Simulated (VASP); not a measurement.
# Se in VASP: further runs

The runs below take Se through single point, with PBE.

Everything below comes from runs of VASP 6.6.1. Logs are shortened: lines on timing, memory, paths and dates and some standing lists are left out, and cuts for length are marked.

### 1 The cell of the first run

Symmetry: R-3, No. 148, trigonal system. The conventional cell has a = 11.135 Å, b = 11.135 Å, c = 4.429 Å, α = 90.00°, β = 90.00°, γ = 120.00°. Se (site symmetry 1) has 2 Se at 2.32 Å within 3.1 Å.

### 2 Single point, PBE (equal xx and yy strain of -2 %)

Contents of INCAR:

```
PREC = Accurate ; ENCUT = 520
EDIFF = 1E-7 ; ISMEAR = -1
SIGMA = 0.01 ; LREAL = False
LASPH = True ; NELM = 60
ALGO = Normal ; ISIF = 2
LWAVE = False ; LCHARG = True
GGA = PE ; LELF = True
LVHAR = True ; NBANDS = 27
```

Contents of KPOINTS:

```
Automatic mesh
0
Gamma
  6 6 6
```

Contents of POSCAR:

```
Se
1.0
    5.5673798647      3.2143282635      1.4763300000
   -5.5673798647      3.2143282635      1.4763300000
    0.0000000000     -6.4286565271      1.4763300000
Se
6
Direct
    0.2806600000      0.1625100000      0.9181800000
    0.9181800000      0.2806600000      0.1625100000
    0.1625100000      0.9181800000      0.2806600000
    0.7193400000      0.8374900000      0.0818200000
    0.0818200000      0.7193400000      0.8374900000
    0.8374900000      0.0818200000      0.7193400000
```

Potentials or basis: VASP PAW PBE potentials, release 64 (Se).

The run is started by

```console
$ cat potpaw_PBE.64/Se/POTCAR > POTCAR
$ mpirun -np 1 vasp_std > vasp.out
```

OUTCAR:

```text
PREC = Accurate
   ENCUT = 520
   EDIFF = 1E-7
   ISMEAR = -1
   LREAL = False
   LASPH = True
   NELM = 60
   ISIF = 2
   GGA = PE

 ion  position               nearest neighbor table
   1  0.281  0.163  0.918-   5 2.32   6 2.32
   2  0.918  0.281  0.163-   4 2.32   6 2.32
   3  0.163  0.918  0.281-   4 2.32   5 2.32
   4  0.719  0.837  0.082-   2 2.32   3 2.32
   5  0.082  0.719  0.837-   1 2.32   3 2.32
   6  0.837  0.082  0.719-   1 2.32   2 2.32

  LATTYP: Found a trigonal (rhomboedric) cell.
 ALAT       =     6.5959968930
 COS(alpha) =    -0.4248554887

  Lattice vectors:

 A1 = (   5.5673798647,   3.2143282635,   1.4763300000)
 A2 = (  -5.5673798647,   3.2143282635,   1.4763300000)
 A3 = (   0.0000000000,  -6.4286565271,   1.4763300000)

Analysis of symmetry for initial positions (statically):
=====================================================================
 Subroutine PRICEL returns:
 Original cell was already a primitive cell.

 Routine SETGRP: Setting up the symmetry group for a
 trigonal (rhombohedral) supercell.

 Subroutine GETGRP returns: Found  6 space group operations
 (whereof  6 operations were pure point group operations)
 out of a pool of 12 trial point group operations.

The static configuration has the point symmetry S_6 .

Analysis of symmetry for dynamics (positions and initial velocities):
=====================================================================
 Subroutine PRICEL returns:
 Original cell was already a primitive cell.

 Routine SETGRP: Setting up the symmetry group for a
 trigonal (rhombohedral) supercell.

 Subroutine GETGRP returns: Found  6 space group operations
 (whereof  6 operations were pure point group operations)
 out of a pool of 12 trial point group operations.

The dynamic configuration has the point symmetry S_6 .

 Subroutine INISYM returns: Found  6 space group operations
 (whereof  6 operations are pure point group operations),
 and found     1 'primitive' translations

----------------------------------------------------------------------------------------

                                     Primitive cell

  volume of cell :     158.5170

  direct lattice vectors                    reciprocal lattice vectors
     5.567379865  3.214328264  1.476330000     0.089808853  0.051851165  0.225785111
    -5.567379865  3.214328264  1.476330000    -0.089808853  0.051851165  0.225785111
     0.000000000 -6.428656527  1.476330000     0.000000000 -0.103702331  0.225785111

  length of vectors
     6.595996893  6.595996893  6.595996893     0.248461446  0.248461446  0.248461446

  position of ions in fractional coordinates (direct lattice)
     0.280660000  0.162510000  0.918180000
     0.918180000  0.280660000  0.162510000
     0.162510000  0.918180000  0.280660000
     0.719340000  0.837490000  0.081820000
     0.081820000  0.719340000  0.837490000
     0.837490000  0.081820000  0.719340000

  ion indices of the primitive-cell ions
   primitive index   ion index
                 1           1
                 2           2
                 3           3
                 4           4
                 5           5
                 6           6

----------------------------------------------------------------------------------------

 KPOINTS: Automatic mesh

Automatic generation of k-mesh.
 Grid dimensions read from file:
 generate k-points for:    6    6    6

 Generating k-lattice:

  Cartesian coordinates                     Fractional coordinates (reciprocal lattice)
     0.014968142  0.008641861  0.037630852     0.166666667 -0.000000000  0.000000000
    -0.014968142  0.008641861  0.037630852    -0.000000000  0.166666667  0.000000000
     0.000000000 -0.017283722  0.037630852     0.000000000  0.000000000  0.166666667

  Length of vectors
     0.041410241  0.041410241  0.041410241

  Shift w.r.t. Gamma in fractional coordinates (k-lattice)
     0.000000000  0.000000000  0.000000000

 Subroutine IBZKPT returns following result:
 ===========================================

 Found     40 irreducible k-points:

 Following reciprocal coordinates:
            Coordinates               Weight
  0.000000  0.000000  0.000000      1.000000
  0.166667  0.000000  0.000000      6.000000
  0.333333  0.000000  0.000000      6.000000
  0.500000  0.000000  0.000000      3.000000
  0.166667  0.166667  0.000000      6.000000
  0.333333  0.166667  0.000000      6.000000
[... 16 lines left out ...]
  0.333333  0.333333  0.166667      6.000000
  0.500000  0.333333  0.166667      6.000000
 [... further k-points ...]
   k-points           NKPTS =     40   k-points in BZ     NKDIM =     40   number of bands    NBANDS=     27
   number of dos      NEDOS =    301   number of ions     NIONS =      6
   total plane-waves  NPLWV = 125000
   dimension x,y,z NGX =    50 NGY =   50 NGZ =   50
   dimension x,y,z NGXF=   100 NGYF=  100 NGZF=  100
   ions per type =               6
   NGX,Y,Z   is equivalent  to a cutoff of  12.60, 12.60, 12.60 a.u.
   NGXF,Y,Z  is equivalent  to a cutoff of  25.20, 25.20, 25.20 a.u.
 SYSTEM =  unknown system
   PREC   = accura    normal or accurate (medium, high low for compatibility)
   ISTART =      0    job   : 0-new  1-cont  2-samecut
   ICHARG =      2    charge: 1-file 2-atom 10-const
   ISPIN  =      1    spin polarized calculation?
   LNONCOLLINEAR =      F non collinear calculations
   LSORBIT =      F    spin-orbit coupling
   LASPH  =      T    aspherical Exc in radial PAW
   ENCUT  =  520.0 eV  38.22 Ry    6.18 a.u.  12.26 12.26 12.26*2*pi/ulx,y,z
   NELM   =     60;   NELMIN=  2; NELMDL= -5     # of ELM steps
   EDIFF  = 0.1E-06   stopping-criterion for ELM
   LREAL  =      F    real-space projection
   EDIFFG = 0.1E-05   stopping-criterion for IOM
   NSW    =      0    number of steps for IOM
   IBRION =     -1    ionic relax: 0-MD 1-quasi-New 2-CG
   NFREE  =      0    steps in history (QN), initial steepest desc. (CG)
   ISIF   =      2    stress and relaxation
   ISYM   =      2    0-nonsym 1-usesym 2-fastsym
   POTIM  = 0.5000    time-step for ionic-motion
   TEBEG  =    0.0;   TEEND  =   0.0 temperature during run
   PSTRESS=    0.0 pullay stress
   NELECT =      36.0000    total number of electrons
   NUPDOWN=      -1.0000    fix difference up-down
   EMIN   =  10.00;   EMAX   =-10.00  energy-range for DOS
   EFERMI =   0.00;   METHOD = LEGACY
   ISMEAR =    -1;   SIGMA  =   0.01  broadening in eV -4-tet -1-fermi 0-gaus
   EFERMI_NEDOS =   21; number of points for ismear=-14 and -15
   IALGO  =     38    algorithm
   IMIX   =      4    mixing-type and parameters
     AMIX     =   0.40;   BMIX     =  1.00
     AMIX_MAG =   1.60;   BMIX_MAG =  1.00
  volume/ion in A,a.u.               =      26.42       178.29
  Fermi-wavevector in a.u.,A,eV,Ry     =   0.998812  1.887481 13.573517  0.997625
  Thomas-Fermi vector in A             =   2.131060
   LORBIT       =      0    0 simple, 1 ext, 2 COOP (PROOUT), +10 PAW based schemes
   GGA     = PE    functional components
   LHFCALC =     F    Hartree Fock is set to
   AEXX    =    0.0000 exact exchange contribution
   IVDW    =     0    specifies the selected vdW correction
   LEPSILON=     F    determine dielectric tensor
   LRPA    =     F    only Hartree local field effects (RPA)
 non-spin polarized calculation
  energy-cutoff  :      520.00
  volume of cell :      158.52
 maximum number of plane-waves:      4283
 NGX is ok and might be reduce to    50
   NGX = 25   NGY = 25   NGZ = 25

 number of electron      36.0000001 magnetization

 Free energy of the ion-electron system (eV)
  ---------------------------------------------------
  ext. energy  EPLUGINS =         0.00000000
  ---------------------------------------------------
  free energy    TOTEN  =       -20.50039418 eV

  energy without entropy =      -20.50039418  energy(sigma->0) =      -20.50039418

 E-fermi :   2.8649     XC(G=0):  -8.9616

 val. band max:        2.6705553382   @ k =   0.5000   0.5000   0.5000
 cond. band min:       4.0761953372   @ k =  -0.1667   0.1667   0.1667
 fundamental gap:      1.4056399990
 Fermi energy:         2.8649400331

 k-point     1 :       0.0000    0.0000    0.0000
  band No.  band energies     occupation
      1     -13.4086      2.00000
      2     -11.5499      2.00000
      3     -11.5499      2.00000
      4      -9.1663      2.00000
      5      -9.1663      2.00000
      6      -7.3667      2.00000
[... 19 lines left out ...]
     26       9.3026      0.00000
     27       9.3026      0.00000

 k-point     2 :       0.1667    0.0000    0.0000
  band No.  band energies     occupation
      1     -13.3326      2.00000
      2     -11.6083      2.00000
      3     -11.5589      2.00000
      4      -9.1737      2.00000
      5      -9.0683      2.00000
      6      -7.4013      2.00000
[... 19 lines left out ...]
     26       9.2875      0.00000
     27       9.5482      0.00000

 k-point     3 :       0.3333    0.0000    0.0000
  band No.  band energies     occupation
      1     -13.1604      2.00000
      2     -11.7360      2.00000
      3     -11.5778      2.00000
      4      -9.1856      2.00000
      5      -8.8656      2.00000
      6      -7.5145      2.00000
[... 19 lines left out ...]
     26       9.4199      0.00000
     27       9.9449      0.00000

 k-point     4 :       0.5000    0.0000    0.0000
  band No.  band energies     occupation
      1     -13.0596      2.00000
      2     -11.8104      2.00000
      3     -11.5877      2.00000
      4      -9.1905      2.00000
      5      -8.7577      2.00000
      6      -7.5936      2.00000
[... 19 lines left out ...]
     26      10.0137      0.00000
     27      10.6309      0.00000

 k-point     5 :       0.1667    0.1667    0.0000
  band No.  band energies     occupation
      1     -13.2022      2.00000
      2     -11.6315      2.00000
      3     -11.5931      2.00000
      4      -9.1017      2.00000
      5      -8.9854      2.00000
      6      -7.5467      2.00000
[... 19 lines left out ...]
     26       9.6877      0.00000
     27      10.0476      0.00000

 k-point     6 :       0.3333    0.1667    0.0000
  band No.  band energies     occupation
      1     -13.0606      2.00000
      2     -11.7757      2.00000
      3     -11.6266      2.00000
      4      -9.1173      2.00000
      5      -8.8436      2.00000
      6      -7.5747      2.00000
[... 444 lines left out ...]
      1     -13.2220      2.00000
      2     -11.8622      2.00000
      3     -11.6859      2.00000
      4      -9.2279      2.00000
      5      -8.9262      2.00000
      6      -7.1204      2.00000
[... 19 lines left out ...]
     26       8.8146      0.00000
     27       9.6218      0.00000

 k-point    22 :      -0.1667    0.1667    0.1667
  band No.  band energies     occupation
      1     -13.2707      2.00000
      2     -11.6934      2.00000
      3     -11.6183      2.00000
      4      -9.2013      2.00000
      5      -9.0261      2.00000
      6      -7.2690      2.00000
[... 19 lines left out ...]
     26       9.2030      0.00000
     27       9.7196      0.00000

 k-point    23 :       0.3333    0.3333    0.1667
  band No.  band energies     occupation
      1     -13.0102      2.00000
      2     -12.0310      2.00000
      3     -11.8388      2.00000
      4      -9.0575      2.00000
      5      -8.7843      2.00000
      6      -7.2831      2.00000
[... 19 lines left out ...]
     26       8.7293      0.00000
     27       8.9793      0.00000

 k-point    24 :       0.5000    0.3333    0.1667
  band No.  band energies     occupation
      1     -13.0604      2.00000
      2     -12.0733      2.00000
      3     -11.7914      2.00000
      4      -9.2077      2.00000
      5      -8.8036      2.00000
      6      -7.0224      2.00000
[... 19 lines left out ...]
     26       8.7818      0.00000
     27       9.3345      0.00000

 [... further k-points ...]
[... 5 lines left out ...]
  --------------------------------------------------------------------------------------
  -------------------------------------------------------------------------------------
  Total        6.7295691      6.7295691      4.2269758      0.0000005     -0.0000000      0.0000000
  in kB       68.0177186     68.0177186     42.7232780      0.0000053     -0.0000000      0.0000000
  external PRESSURE =      59.5862384 kB  Pullay stress =       0.0000000 kB

 VOLUME and BASIS-vectors are now :
 -----------------------------------------------------------------------------
  energy-cutoff  :      520.00
  volume of cell :      158.52
      direct lattice vectors                 reciprocal lattice vectors
     5.567379865  3.214328264  1.476330000     0.089808853  0.051851165  0.225785111
    -5.567379865  3.214328264  1.476330000    -0.089808853  0.051851165  0.225785111
     0.000000000 -6.428656527  1.476330000     0.000000000 -0.103702331  0.225785111

 POSITION                                       TOTAL-FORCE (eV/Angst)
 -----------------------------------------------------------------------------------
      0.65779     -4.47817      2.00980         0.295058      0.798112      0.714864
      3.54932      2.80874      2.00980        -0.838714     -0.143528      0.714864
     -4.20710      1.66943      2.00980         0.543656     -0.654583      0.714864
     -0.65779      4.47817      2.41919        -0.295058     -0.798112     -0.714864
     -3.54932     -2.80874      2.41919         0.838714      0.143528     -0.714864
      4.20710     -1.66943      2.41919        -0.543656      0.654583     -0.714864
 -----------------------------------------------------------------------------------
    total drift:                                0.000000     -0.000000     -0.000000

  FREE ENERGIE OF THE ION-ELECTRON SYSTEM (eV)
  ---------------------------------------------------
  free  energy   TOTEN  =       -20.5003941786 eV

  energy  without entropy=      -20.5003941786  energy(sigma->0) =      -20.50039418
```

Run time: 4.6 min. Hardware: 1 thread of AMD EPYC 7R43 (Zen 3), shared host; peak memory 0.35 GiB.

Results:

| Property | Result |
| --- | --- |
| Free energy | -20.5004 eV |
| Pressure | 6.0 GPa |
| Largest force | 1.111 eV/Å |
| Band gap on the k mesh | 1.41 eV, indirect (least direct gap 1.62 eV) |

Forces in eV/Å, atoms in the order of the input:
```
Se   0.295  0.798  0.715
Se  -0.839 -0.144  0.715
Se   0.544 -0.655  0.715
Se  -0.295 -0.798 -0.715
Se   0.839  0.144 -0.715
Se  -0.544  0.655 -0.715
```

Levels at points of the mesh, in eV from the valence-band top:
```
           k point  band 15  band 16  band 17  band 18  band 19  band 20  band 21  band 22
(0.00, 0.00, 0.00)    -0.74    -0.74    -0.67    -0.67     2.00     2.00     2.89     2.95
(0.50, 0.00, 0.00)    -1.30    -0.81    -0.30    -0.29     1.91     2.07     2.86     3.26
(0.50, 0.50, 0.00)    -1.48    -1.19    -0.92    -0.28     1.66     1.89     2.43     3.22
(0.50, 0.50, 0.50)    -1.51    -1.26    -1.26     0.00     1.62     1.62     1.99     3.76
```

Caveat: the cell differs from its parent crystal (equal xx and yy strain of -2 %); forces of over 1 eV/Å act on the atoms, so gaps and moduli don't describe the material at rest. A k mesh can miss the band edges.

(Part 1 of 2 ends here.)
